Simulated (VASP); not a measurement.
# AlNi (rocksalt type) (Fm-3m) in VASP: further runs, part 2 of 2

VASP 6.6.1. The steps go on from the part before.

### Step 3. Density of states, PBEsol

This run uses another cell than the first one, of 13.84 Å³/atom, 1.818 times its volume.

File POSCAR:

```
AlNi
1.0
    0.0000000000      2.4007398933      2.4007398933
    2.4007398933      0.0000000000      2.4007398933
    2.4007398933      2.4007398933      0.0000000000
Ni Al
1 1
Direct
    0.0000000000      0.0000000000      0.0000000000
    0.5000000000      0.5000000000      0.5000000000
```

File INCAR.step1:

```
PREC = Accurate
ENCUT = 520
EDIFF = 1E-6
ISMEAR = -1
SIGMA = 0.08
LREAL = F
LASPH = T
NELM = 100
ALGO = Normal
ISIF = 2
LWAVE = F
LCHARG = T
LMAXMIX = 4
GGA = PS
NBANDS = 14
```

File KPOINTS.step1:

```
Automatic mesh
0
Gamma
  14 14 14
```

File INCAR.step2:

```
PREC = Accurate
ENCUT = 520
EDIFF = 1E-6
ISMEAR = -5
SIGMA = 0.08
LREAL = F
LASPH = T
NELM = 100
ALGO = Normal
ISIF = 2
LWAVE = F
LCHARG = F
LMAXMIX = 4
GGA = PS
LORBIT = 11
NBANDS = 14
NEDOS = 1001
ICHARG = 11
```

File KPOINTS.step2:

```
Automatic mesh
0
Gamma
  21 21 21
```

Potentials or basis: VASP PAW PBE potentials, release 64 (Ni, Al).

Command:

```sh
> cat potpaw_PBE.64/Ni/POTCAR potpaw_PBE.64/Al/POTCAR > POTCAR
> cp INCAR.step1 INCAR
> cp KPOINTS.step1 KPOINTS
> mpirun -np 1 vasp_std > vasp.out
> cp INCAR.step2 INCAR
> cp KPOINTS.step2 KPOINTS
> mpirun -np 1 vasp_std > vasp.out
```

OUTCAR:

```text
PREC = Accurate
   ENCUT = 520
   EDIFF = 1E-6
   ISMEAR = -5
   LREAL = F
   LASPH = T
   NELM = 100
   ISIF = 2
   GGA = PS
   LORBIT = 11
   ICHARG = 11

 ion  position               nearest neighbor table
   1  0.000  0.000  0.000-   2 2.40   2 2.40   2 2.40   2 2.40   2 2.40   2 2.40
   2  0.500  0.500  0.500-   1 2.40   1 2.40   1 2.40   1 2.40   1 2.40   1 2.40

  LATTYP: Found a face centered cubic cell.
 ALAT       =     4.8014797866

  Lattice vectors:

 A1 = (   0.0000000000,   2.4007398933,   2.4007398933)
 A2 = (   2.4007398933,   0.0000000000,   2.4007398933)
 A3 = (   2.4007398933,   2.4007398933,   0.0000000000)

Analysis of symmetry for initial positions (statically):
=====================================================================
 Subroutine PRICEL returns:
 Original cell was already a primitive cell.

 Routine SETGRP: Setting up the symmetry group for a
 face centered cubic supercell.

 Subroutine GETGRP returns: Found 48 space group operations
 (whereof 48 operations were pure point group operations)
 out of a pool of 48 trial point group operations.

The static configuration has the point symmetry O_h .

Analysis of symmetry for dynamics (positions and initial velocities):
=====================================================================
 Subroutine PRICEL returns:
 Original cell was already a primitive cell.

 Routine SETGRP: Setting up the symmetry group for a
 face centered cubic supercell.

 Subroutine GETGRP returns: Found 48 space group operations
 (whereof 48 operations were pure point group operations)
 out of a pool of 48 trial point group operations.

The dynamic configuration has the point symmetry O_h .

 Subroutine INISYM returns: Found 48 space group operations
 (whereof 48 operations are pure point group operations),
 and found     1 'primitive' translations

----------------------------------------------------------------------------------------

[... 131 lines left out ...]

 number of electron      12.9999992 magnetization

 Free energy of the ion-electron system (eV)
  ---------------------------------------------------
  ext. energy  EPLUGINS =         0.00000000
  ---------------------------------------------------
  free energy    TOTEN  =       -10.24643045 eV

  energy without entropy =      -10.24643045  energy(sigma->0) =      -10.24643045

 E-fermi :   8.0294     XC(G=0): -11.4059

 val. band max:        8.0487572735   @ k =  -0.3810   0.4286   0.1905
 cond. band min:       8.0281263520   @ k =  -0.3333   0.0952   0.0000
 fundamental gap:     -0.0206309214
 Fermi energy:         8.0293677766

 k-point     1 :       0.0000    0.0000    0.0000
  band No.  band energies     occupation
      1      -1.9793      2.00000
      2       5.8846      2.00000
      3       5.8846      2.00000
      4       5.8846      2.00000
      5       5.9417      2.00000
      6       5.9417      2.00000
      7      14.9289      0.00000
      8      14.9289      0.00000
      9      14.9289      0.00000
     10      18.6547      0.00000
     11      18.6547      0.00000
     12      18.6547      0.00000
     13      19.7033      0.00000
     14      23.1588      0.00000
[... 377 lines left out ...]
      1       1.0540      2.00000
      2       4.1569      2.00000
      3       5.4853      2.00000
      4       5.4887      2.00000
      5       6.4753      2.00000
      6       6.5286      2.00000
      7       7.6531      2.09263
      8      13.7874      0.00000
      9      15.1026      0.00000
     10      16.2026      0.00000
     11      16.5185      0.00000
     12      17.6594      0.00000
     13      21.2262      0.00000
     14      23.1568      0.00000

 [... further k-points ...]

------------------------ aborting loop because EDIFF is reached ----------------------------------------

  FORCE on cell =-STRESS in cart. coord.  units (eV):
  Direction    XX          YY          ZZ          XY          YZ          ZX
  --------------------------------------------------------------------------------------
  -------------------------------------------------------------------------------------
  Total       -0.0032045     -0.0032045     -0.0032045      0.0000000      0.0000000      0.0000000
  in kB       -0.1855246     -0.1855246     -0.1855246      0.0000000      0.0000000      0.0000000
  external PRESSURE =      -0.1855246 kB  Pullay stress =       0.0000000 kB

 VOLUME and BASIS-vectors are now :
 -----------------------------------------------------------------------------
  energy-cutoff  :      520.00
  volume of cell :       27.67
      direct lattice vectors                 reciprocal lattice vectors
     0.000000000  2.400739893  2.400739893    -0.208269126  0.208269126  0.208269126
     2.400739893  0.000000000  2.400739893     0.208269126 -0.208269126  0.208269126
     2.400739893  2.400739893  0.000000000     0.208269126  0.208269126 -0.208269126

 POSITION                                       TOTAL-FORCE (eV/Angst)
 -----------------------------------------------------------------------------------
      0.00000      0.00000      0.00000         0.000000      0.000000      0.000000
      2.40074      2.40074      2.40074        -0.000000     -0.000000     -0.000000
 -----------------------------------------------------------------------------------
    total drift:                               -0.000000      0.000000      0.000000

  FREE ENERGIE OF THE ION-ELECTRON SYSTEM (eV)
  ---------------------------------------------------
  free  energy   TOTEN  =       -10.2464304478 eV

  energy  without entropy=      -10.2464304478  energy(sigma->0) =      -10.24643045

 total charge

# of ion       s       p       d       tot
------------------------------------------
    1        0.548   0.371   8.527   9.445
    2        0.440   0.364   0.000   0.805
--------------------------------------------------
tot          0.988   0.735   8.527  10.250
```

OUTCAR.step1:

```text
PREC = Accurate
   ENCUT = 520
   EDIFF = 1E-6
   ISMEAR = -1
   LREAL = F
[... 630 lines left out ...]
      0.00000      0.00000      0.00000        -0.000000     -0.000000     -0.000000
      2.40074      2.40074      2.40074         0.000000      0.000000      0.000000
 -----------------------------------------------------------------------------------
    total drift:                               -0.000000     -0.000000      0.000000

  FREE ENERGIE OF THE ION-ELECTRON SYSTEM (eV)
  ---------------------------------------------------
  free  energy   TOTEN  =       -10.2539216525 eV

  energy  without entropy=      -10.2348651904  energy(sigma->0) =      -10.24439342
```

OSZICAR.step1:

```text
N       E                     dE             d eps       ncg     rms          rms(c)
DAV:   1     0.401550615394E+02    0.40155E+02   -0.53448E+03  2928   0.933E+02
DAV:   2    -0.951830011278E+01   -0.49673E+02   -0.45204E+02  3146   0.173E+02
DAV:   3    -0.113016317714E+02   -0.17833E+01   -0.17643E+01  3686   0.368E+01
DAV:   4    -0.113265168077E+02   -0.24885E-01   -0.24878E-01  3424   0.391E+00
DAV:   5    -0.113272468455E+02   -0.73004E-03   -0.73002E-03  3708   0.723E-01    0.105E+01
DAV:   6    -0.133243614448E+02   -0.19971E+01   -0.36707E+01  3260   0.864E+01    0.145E+01
DAV:   7    -0.102833713326E+02    0.30410E+01   -0.10648E+01  3446   0.527E+01    0.132E+00
DAV:   8    -0.102634309440E+02    0.19940E-01   -0.27933E-01  3678   0.571E+00    0.920E-01
DAV:   9    -0.102543473081E+02    0.90836E-02   -0.28619E-02  3680   0.207E+00    0.203E-01
DAV:  10    -0.102539191004E+02    0.42821E-03   -0.19132E-03  3948   0.575E-01    0.549E-02
DAV:  11    -0.102539219812E+02   -0.28808E-05   -0.61724E-05  3660   0.598E-02    0.957E-03
DAV:  12    -0.102539216525E+02    0.32871E-06   -0.15368E-06  2766   0.155E-02
   1 F= -.10253922E+02 E0= -.10244393E+02  d E =-.190565E-01
```

It took 58 s on 1 thread of AMD EPYC 9R45 (Zen 5), shared host; peak memory 0.21 GiB.

What came out:

```
Valence electrons inside the program's atomic spheres : Ni 9.45; Al 0.81
```

Levels at points of the mesh, in eV from the Fermi level:
```tsv
k point	band 2	band 3	band 4	band 5	band 6	band 7	band 8	band 9	band 10	band 11
(0.00, 0.00, 0.00)	-2.14	-2.14	-2.14	-2.09	-2.09	6.90	6.90	6.90	10.63	10.63
```

Caveat: the PAW data sets were made with another functional, which shifts forces and pressure a little; tetrahedron occupations give inexact forces and stress in metals.
